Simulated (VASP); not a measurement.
Input of a VASP 6.6.1 run:

File POSCAR:

```
TaN
1.0
   -0.9232140014      1.8464280029      1.8464280029
    1.8464280029     -0.9232140014      1.8464280029
    1.8464280029      1.8464280029     -0.9232140014
Ta N
1 1
Direct
    0.5000000000      0.5000000000      0.5000000000
    0.0000000000      0.0000000000      0.0000000000
```

File INCAR.step1:

```
PREC = Accurate
ENCUT = 520
ISMEAR = 0
SIGMA = 0.15
LREAL = F
LASPH = T
NELM = 100
NBANDS = 15
GGA = PE
ALGO = Normal
EDIFF = 1E-4
LWAVE = T
LCHARG = F
```

INCAR.step2

```
PREC = Accurate
ENCUT = 520
EDIFF = 1E-7
ISMEAR = 0
SIGMA = 0.15
LREAL = F
LASPH = T
NELM = 100
ALGO = Normal
ISIF = 2
LWAVE = F
LCHARG = T
METAGGA = R2SCAN
LMIXTAU = T
LELF = T
LVHAR = T
NBANDS = 15
ISTART = 1
```

The input KPOINTS:

```
Automatic mesh
0
Gamma
  26 26 26
```

Potentials or basis: VASP PAW PBE potentials, release 64 (Ta_pv, N).

The run is started by

```console
$ cat potpaw_PBE.64/Ta_pv/POTCAR potpaw_PBE.64/N/POTCAR > POTCAR
$ cp INCAR.step1 INCAR
$ mpirun -np 1 vasp_std > vasp.out
$ cp INCAR.step2 INCAR
$ mpirun -np 1 vasp_std > vasp.out
```

Q: What does it give for the pressure?

A: -10.3 GPa.

Q: Estimate the band gap on the k mesh.

A: Zero (bands 8 and 9 overlap by 9.09 eV).

Caveat: the cell stands under tension; the PAW data sets were made with another functional, which shifts forces and pressure a little; spin-orbit coupling is left out, which moves the levels of the heavy elements.
